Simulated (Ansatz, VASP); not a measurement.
Sn in VASP and in Ansatz

```xyz
1
Lattice="3.0993 0.0000 0.0000 -1.5497 2.6841 0.0000 0.0000 0.0000 2.9113" Properties=species:S:1:pos:R:3 pbc="T T T"
Sn    0.0000    0.0000    0.0000
```

Change from the starting cell: volume scaled by 0.85, LAPW.

Alike in both runs: task single point; functional PBE; k mesh 13 × 13 × 12; occupations fermi-dirac, width 0.05 eV; no spin polarisation.

```csv
,VASP,Ansatz
version,VASP 6.6.1,Ansatz 0.2.0
potentials or method,"VASP PAW PBE potentials, release 64 (Sn_d), cutoff 520 eV","all-electron LAPW, scalar-relativistic"
```

Ansatz gave:

```
pressure (GPa) : 11.0
```

Question: Estimate VASP's values.

Answer: Pressure (GPa): 10.9.

Ansatz ran all-electron here, and VASP with PAW potentials.
